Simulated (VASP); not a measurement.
# BaO (Fm-3m) in VASP: a series of runs

Runs on BaO. Level: r2SCAN. Tasks: single point.

Everything below comes from runs of VASP 6.6.1. Logs are shortened: lines on timing, memory, paths and dates and some standing lists are left out, and cuts for length are marked.

## (1) The cell of the first run

The structure is cubic, space group Fm-3m (No. 225). The conventional cell has a = 5.572 Å, b = 5.572 Å, c = 5.572 Å, α = 90.00°, β = 90.00°, γ = 90.00°. Ba (site symmetry m-3m) has 6 O at 2.79 Å within 3.7 Å. Within 3.7 Å of O (site symmetry m-3m) lie 6 Ba at 2.79 Å.

## (2) Single point, r2SCAN

POSCAR reads:

```
BaO
1.0
    0.0000000000      2.7859744814      2.7859744814
    2.7859744814      0.0000000000      2.7859744814
    2.7859744814      2.7859744814      0.0000000000
Ba O
1 1
Direct
    0.0000000000      0.0000000000      0.0000000000
    0.5000000000      0.5000000000      0.5000000000
```

INCAR.step1 reads:

```
SYSTEM = BaO
  PREC = Accurate
  ENCUT = 660
  ISMEAR = 0
  SIGMA = 0.01
  LREAL = .False.
  LASPH = .True.
  NELM = 120
  NBANDS = 15
  GGA = PE
  ALGO = Normal
  EDIFF = 1E-5
  LWAVE = .True.
  LCHARG = .False.
  GGA_COMPAT = .False.
```

INCAR.step2 reads:

```
SYSTEM = BaO
  PREC = Accurate
  ENCUT = 660
  EDIFF = 1E-6
  ISMEAR = 0
  SIGMA = 0.01
  LREAL = .False.
  LASPH = .True.
  NELM = 120
  ALGO = Normal
  ISIF = 2
  LWAVE = .False.
  LCHARG = .True.
  METAGGA = R2SCAN
  LMIXTAU = .True.
  LELF = .True.
  LVHAR = .True.
  NBANDS = 15
  ISTART = 1
  GGA_COMPAT = .False.
```

KPOINTS reads:

```
regular mesh
0
Gamma
  8 8 8
  0 0 0
```

Potentials or basis: VASP PAW PBE potentials, release 64 (Ba_sv, O).

Launch:

```sh
> cat potpaw_PBE.64/Ba_sv/POTCAR potpaw_PBE.64/O/POTCAR > POTCAR
> cp INCAR.step1 INCAR
> mpirun -np 1 vasp_std > vasp.out
> cp INCAR.step2 INCAR
> mpirun -np 1 vasp_std > vasp.out
```

OUTCAR:

```text
SYSTEM = BaO
   PREC = Accurate
   ENCUT = 660
   EDIFF = 1E-6
   ISMEAR = 0
   LREAL = .False.
   LASPH = .True.
   NELM = 120
   ISIF = 2
   METAGGA = R2SCAN
   ISTART = 1

 ion  position               nearest neighbor table
   1  0.000  0.000  0.000-   2 2.79   2 2.79   2 2.79   2 2.79   2 2.79   2 2.79
   2  0.500  0.500  0.500-   1 2.79   1 2.79   1 2.79   1 2.79   1 2.79   1 2.79

  LATTYP: Found a face centered cubic cell.
 ALAT       =     5.5719489628

  Lattice vectors:

 A1 = (   0.0000000000,   2.7859744814,   2.7859744814)
 A2 = (   2.7859744814,   0.0000000000,   2.7859744814)
 A3 = (   2.7859744814,   2.7859744814,   0.0000000000)

Analysis of symmetry for initial positions (statically):
=====================================================================
 Subroutine PRICEL returns:
 Original cell was already a primitive cell.

 Routine SETGRP: Setting up the symmetry group for a
 face centered cubic supercell.

 Subroutine GETGRP returns: Found 48 space group operations
 (whereof 48 operations were pure point group operations)
 out of a pool of 48 trial point group operations.

The static configuration has the point symmetry O_h .

Analysis of symmetry for dynamics (positions and initial velocities):
=====================================================================
 Subroutine PRICEL returns:
 Original cell was already a primitive cell.

 Routine SETGRP: Setting up the symmetry group for a
 face centered cubic supercell.

 Subroutine GETGRP returns: Found 48 space group operations
 (whereof 48 operations were pure point group operations)
 out of a pool of 48 trial point group operations.

The dynamic configuration has the point symmetry O_h .

 Subroutine INISYM returns: Found 48 space group operations
 (whereof 48 operations are pure point group operations),
 and found     1 'primitive' translations

----------------------------------------------------------------------------------------

                                     Primitive cell

  volume of cell :      43.2475

  direct lattice vectors                    reciprocal lattice vectors
     0.000000000  2.785974481  2.785974481    -0.179470416  0.179470416  0.179470416
     2.785974481  0.000000000  2.785974481     0.179470416 -0.179470416  0.179470416
     2.785974481  2.785974481  0.000000000     0.179470416  0.179470416 -0.179470416

  length of vectors
     3.939962896  3.939962896  3.939962896     0.310851880  0.310851880  0.310851880

  position of ions in fractional coordinates (direct lattice)
     0.000000000  0.000000000  0.000000000
     0.500000000  0.500000000  0.500000000

  ion indices of the primitive-cell ions
   primitive index   ion index
                 1           1
                 2           2

----------------------------------------------------------------------------------------

 KPOINTS: regular mesh

Automatic generation of k-mesh.
 Grid dimensions read from file:
 generate k-points for:    8    8    8

 Generating k-lattice:

  Cartesian coordinates                     Fractional coordinates (reciprocal lattice)
    -0.022433802  0.022433802  0.022433802     0.125000000  0.000000000  0.000000000
     0.022433802 -0.022433802  0.022433802     0.000000000  0.125000000  0.000000000
     0.022433802  0.022433802 -0.022433802     0.000000000  0.000000000  0.125000000

  Length of vectors
     0.038856485  0.038856485  0.038856485

  Shift w.r.t. Gamma in fractional coordinates (k-lattice)
     0.000000000  0.000000000  0.000000000

 Subroutine IBZKPT returns following result:
 ===========================================

 Found     29 irreducible k-points:

 Following reciprocal coordinates:
            Coordinates               Weight
  0.000000  0.000000  0.000000      1.000000
  0.125000  0.000000  0.000000      8.000000
  0.250000  0.000000  0.000000      8.000000
  0.375000  0.000000  0.000000      8.000000
  0.500000  0.000000  0.000000      4.000000
  0.125000  0.125000  0.000000      6.000000
[... 16 lines left out ...]
  0.500000  0.250000  0.125000     48.000000
 -0.375000  0.250000  0.125000     24.000000
 [... further k-points ...]
   k-points           NKPTS =     29   k-points in BZ     NKDIM =     29   number of bands    NBANDS=     15
   number of dos      NEDOS =    301   number of ions     NIONS =      2
   total plane-waves  NPLWV =  46656
   dimension x,y,z NGX =    36 NGY =   36 NGZ =   36
   dimension x,y,z NGXF=    72 NGYF=   72 NGZF=   72
   ions per type =               1   1
   NGX,Y,Z   is equivalent  to a cutoff of  15.19, 15.19, 15.19 a.u.
   NGXF,Y,Z  is equivalent  to a cutoff of  30.38, 30.38, 30.38 a.u.
 SYSTEM =  BaO
   PREC   = accura    normal or accurate (medium, high low for compatibility)
   ISTART =      1    job   : 0-new  1-cont  2-samecut
   ICHARG =      0    charge: 1-file 2-atom 10-const
   ISPIN  =      1    spin polarized calculation?
   LNONCOLLINEAR =      F non collinear calculations
   LSORBIT =      F    spin-orbit coupling
   LASPH  =      T    aspherical Exc in radial PAW
   ENCUT  =  660.0 eV  48.51 Ry    6.96 a.u.   8.25  8.25  8.25*2*pi/ulx,y,z
   NELM   =    120;   NELMIN=  2; NELMDL=  0     # of ELM steps
   EDIFF  = 0.1E-05   stopping-criterion for ELM
   LREAL  =      F    real-space projection
   EDIFFG = 0.1E-04   stopping-criterion for IOM
   NSW    =      0    number of steps for IOM
   IBRION =     -1    ionic relax: 0-MD 1-quasi-New 2-CG
   NFREE  =      0    steps in history (QN), initial steepest desc. (CG)
   ISIF   =      2    stress and relaxation
   ISYM   =      2    0-nonsym 1-usesym 2-fastsym
   POTIM  = 0.5000    time-step for ionic-motion
   TEBEG  =    0.0;   TEEND  =   0.0 temperature during run
   PSTRESS=    0.0 pullay stress
   NELECT =      16.0000    total number of electrons
   NUPDOWN=      -1.0000    fix difference up-down
   EMIN   =  10.00;   EMAX   =-10.00  energy-range for DOS
   EFERMI =   0.00;   METHOD = LEGACY
   ISMEAR =     0;   SIGMA  =   0.01  broadening in eV -4-tet -1-fermi 0-gaus
   EFERMI_NEDOS =   21; number of points for ismear=-14 and -15
   IALGO  =     38    algorithm
   IMIX   =      4    mixing-type and parameters
     AMIX     =   0.40;   BMIX     =  1.00
     AMIX_MAG =   1.60;   BMIX_MAG =  1.00
  volume/ion in A,a.u.               =      21.62       145.92
  Fermi-wavevector in a.u.,A,eV,Ry     =   1.175243  2.220887 18.792316  1.381196
  Thomas-Fermi vector in A             =   2.311627
   LORBIT       =      0    0 simple, 1 ext, 2 COOP (PROOUT), +10 PAW based schemes
   METAGGA = R2SCAN    functional components
   LHFCALC =     F    Hartree Fock is set to
   AEXX    =    0.0000 exact exchange contribution
   IVDW    =     0    specifies the selected vdW correction
   LEPSILON=     F    determine dielectric tensor
   LRPA    =     F    only Hartree local field effects (RPA)
 non-spin polarized calculation
 Gauss-broadening in eV      SIGMA  =   0.01
  energy-cutoff  :      660.00
  volume of cell :       43.25
 maximum number of plane-waves:      1687
 NGX is ok and might be reduce to    36
   NGX = 17   NGY = 17   NGZ = 17

 number of electron      16.0000001 magnetization

 Free energy of the ion-electron system (eV)
  ---------------------------------------------------
  ext. energy  EPLUGINS =         0.00000000
  ---------------------------------------------------
  free energy    TOTEN  =       -37.83091693 eV

  energy without entropy =      -37.83091693  energy(sigma->0) =      -37.83091693

 E-fermi :   1.6160     XC(G=0): -10.0770

 val. band max:        1.5253762828   @ k =   0.5000   0.5000   0.0000
 cond. band min:       3.8938509150   @ k =   0.5000   0.5000   0.0000
 fundamental gap:      2.3684746323
 Fermi energy:         1.6160115337

 k-point     1 :       0.0000    0.0000    0.0000
  band No.  band energies     occupation
      1     -25.1490      2.00000
      2     -14.4039      2.00000
      3      -9.2647      2.00000
      4      -9.2647      2.00000
      5      -9.2647      2.00000
      6       1.2005      2.00000
      7       1.2005      2.00000
      8       1.2005      2.00000
      9       5.5739      0.00000
     10       6.6595      0.00000
     11       6.6595      0.00000
     12       6.6595      0.00000
     13       9.0564      0.00000
     14       9.0564      0.00000
     15      11.8872      0.00000

 k-point     2 :       0.1250    0.0000    0.0000
  band No.  band energies     occupation
      1     -25.1138      2.00000
      2     -14.4978      2.00000
      3      -9.3073      2.00000
      4      -9.2816      2.00000
      5      -9.2816      2.00000
      6       0.8904      2.00000
      7       1.0108      2.00000
      8       1.0108      2.00000
      9       6.1815      0.00000
     10       6.5347      0.00000
     11       6.9493      0.00000
     12       6.9493      0.00000
     13       9.4489      0.00000
     14       9.4489      0.00000
     15      12.8606      0.00000

 k-point     3 :       0.2500    0.0000    0.0000
  band No.  band energies     occupation
      1     -25.0269      2.00000
      2     -14.7260      2.00000
      3      -9.4037      2.00000
      4      -9.3218      2.00000
      5      -9.3218      2.00000
      6       0.2934      2.00000
      7       0.6018      2.00000
      8       0.6018      2.00000
      9       6.3871      0.00000
     10       7.7329      0.00000
     11       7.7329      0.00000
     12       7.7793      0.00000
     13      10.4306      0.00000
     14      10.4306      0.00000
     15      14.9571      0.00000

 k-point     4 :       0.3750    0.0000    0.0000
  band No.  band energies     occupation
      1     -24.9370      2.00000
      2     -14.9566      2.00000
      3      -9.4917      2.00000
      4      -9.3608      2.00000
      5      -9.3608      2.00000
      6      -0.1937      2.00000
      7       0.2442      2.00000
      8       0.2442      2.00000
      9       6.6381      0.00000
     10       8.6792      0.00000
     11       8.6792      0.00000
     12       9.3957      0.00000
     13      11.6724      0.00000
     14      11.6724      0.00000
     15      15.9640      0.00000
[... 307 lines left out ...]
 k-point    22 :       0.3750    0.2500    0.1250
  band No.  band energies     occupation
      1     -24.9646      2.00000
      2     -14.7624      2.00000
      3      -9.6633      2.00000
      4      -9.5186      2.00000
      5      -9.4013      2.00000
      6       0.1405      2.00000
      7       0.5818      2.00000
      8       1.1519      2.00000
      9       5.5551      0.00000
     10       7.6998      0.00000
     11       8.6089      0.00000
     12       8.9885      0.00000
     13      10.6911      0.00000
     14      11.3958      0.00000
     15      16.4161      0.00000

 k-point    23 :       0.5000    0.2500    0.1250
  band No.  band energies     occupation
      1     -24.8939      2.00000
      2     -14.8653      2.00000
      3      -9.8412      2.00000
      4      -9.7314      2.00000
      5      -9.3897      2.00000
      6       0.1552      2.00000
      7       0.3921      2.00000
      8       0.9970      2.00000
      9       6.0487      0.00000
     10       7.9340      0.00000
     11       9.3923      0.00000
     12       9.5007      0.00000
     13      11.5999      0.00000
     14      13.0107      0.00000
     15      15.0597      0.00000

 k-point    24 :      -0.3750    0.2500    0.1250
  band No.  band energies     occupation
      1     -24.8641      2.00000
      2     -14.9088      2.00000
      3      -9.8792      2.00000
      4      -9.8519      2.00000
      5      -9.3844      2.00000
      6       0.0570      2.00000
      7       0.6348      2.00000
      8       0.6992      2.00000
      9       6.7581      0.00000
     10       7.3861      0.00000
     11       9.8399      0.00000
     12       9.8913      0.00000
     13      12.1489      0.00000
     14      13.8072      0.00000
     15      14.4213      0.00000

 [... further k-points ...]

------------------------ aborting loop because EDIFF is reached ----------------------------------------

  FORCE on cell =-STRESS in cart. coord.  units (eV):
  Direction    XX          YY          ZZ          XY          YZ          ZX
  --------------------------------------------------------------------------------------
  -------------------------------------------------------------------------------------
  Total        0.1002165      0.1002165      0.1002165      0.0000000      0.0000000      0.0000000
  in kB        3.7126859      3.7126859      3.7126859      0.0000000      0.0000000      0.0000000
  external PRESSURE =       3.7126859 kB  Pullay stress =       0.0000000 kB

 VOLUME and BASIS-vectors are now :
 -----------------------------------------------------------------------------
  energy-cutoff  :      660.00
  volume of cell :       43.25
      direct lattice vectors                 reciprocal lattice vectors
     0.000000000  2.785974481  2.785974481    -0.179470416  0.179470416  0.179470416
     2.785974481  0.000000000  2.785974481     0.179470416 -0.179470416  0.179470416
     2.785974481  2.785974481  0.000000000     0.179470416  0.179470416 -0.179470416

 POSITION                                       TOTAL-FORCE (eV/Angst)
 -----------------------------------------------------------------------------------
      0.00000      0.00000      0.00000         0.000000     -0.000000      0.000000
      2.78597      2.78597      2.78597        -0.000000      0.000000     -0.000000
 -----------------------------------------------------------------------------------
    total drift:                                0.000000      0.000000      0.000000

  FREE ENERGIE OF THE ION-ELECTRON SYSTEM (eV)
  ---------------------------------------------------
  free  energy   TOTEN  =       -37.8309169325 eV

  energy  without entropy=      -37.8309169325  energy(sigma->0) =      -37.83091693
```

Run time: 3.2 min. Hardware: 1 thread of Intel Xeon 8259CL, shared host; peak memory 0.22 GiB.

What came out:

```yaml
Free_energy: -37.8309 eV
Pressure: 0.4 GPa
Band_gap_on_the_k_mesh: 2.37 eV
```

Levels at points of the mesh, in eV from the valence-band top:
| k point | band 6 | band 7 | band 8 | band 9 | band 10 | band 11 |
| --- | --- | --- | --- | --- | --- | --- |
| (0.00, 0.00, 0.00) | -0.32 | -0.32 | -0.32 | 4.05 | 5.13 | 5.13 |
| (0.50, 0.00, 0.00) | -1.90 | -1.42 | -1.42 | 5.30 | 7.61 | 7.61 |
| (0.50, 0.50, 0.00) | -0.15 | -0.15 | 0.00 | 2.37 | 6.50 | 9.47 |

Caveat: the PAW data sets were made with another functional, which shifts forces and pressure a little; spin-orbit coupling is left out, which moves the levels of the heavy elements. A k mesh can miss the band edges.

## (3) Single point, r2SCAN

This run uses another cell than the first one, of 21.30 Å³/atom.

POSCAR reads:

```
BaO
1.0
    0.0000000000      2.7721139118      2.7721139118
    2.7721139118      0.0000000000      2.7721139118
    2.7721139118      2.7721139118      0.0000000000
Ba O
1 1
Direct
    0.0000000000      0.0000000000      0.0000000000
    0.5000000000      0.5000000000      0.5000000000
```

INCAR.step1 reads:

```
PREC = Accurate
ENCUT = 660
ISMEAR = -1
SIGMA = 0.08
LREAL = F
LASPH = T
NELM = 120
NBANDS = 15
GGA = PE
ALGO = Normal
EDIFF = 1E-5
LWAVE = T
LCHARG = F
GGA_COMPAT = F
```

INCAR.step2 reads:

```
PREC = Accurate
ENCUT = 660
EDIFF = 1E-6
ISMEAR = -1
SIGMA = 0.08
LREAL = F
LASPH = T
NELM = 120
ALGO = Normal
ISIF = 2
LWAVE = F
LCHARG = T
METAGGA = R2SCAN
LMIXTAU = T
LELF = T
LVHAR = T
NBANDS = 15
ISTART = 1
GGA_COMPAT = F
```

KPOINTS reads:

```
Automatic mesh
0
Gamma
  10 10 10
```

Potentials or basis: VASP PAW PBE potentials, release 64 (Ba_sv, O).

Launch:

```sh
> cat potpaw_PBE.64/Ba_sv/POTCAR potpaw_PBE.64/O/POTCAR > POTCAR
> cp INCAR.step1 INCAR
> mpirun -np 1 vasp_std > vasp.out
> cp INCAR.step2 INCAR
> mpirun -np 1 vasp_std > vasp.out
```

It took 4.7 min on 1 thread of Intel Xeon 8259CL, shared host; peak memory 0.24 GiB.

Results (log left out):

```
Free energy            : -37.8264 eV
Pressure               : 1.6 GPa
Band gap on the k mesh : 2.32 eV
```

Levels at points of the mesh, in eV from the valence-band top:
```tsv
k point	band 5	band 6	band 7	band 8	band 9	band 10	band 11	band 12
(0.00, 0.00, 0.00)	-10.76	-0.36	-0.36	-0.36	4.12	5.13	5.13	5.13
(0.50, 0.00, 0.00)	-10.88	-1.96	-1.49	-1.49	5.32	7.65	7.65	8.69
(0.50, 0.50, 0.00)	-11.34	-0.17	-0.17	0.00	2.32	6.56	9.54	9.96
```

Caveat: the PAW data sets were made with another functional, which shifts forces and pressure a little; spin-orbit coupling is left out, which moves the levels of the heavy elements.
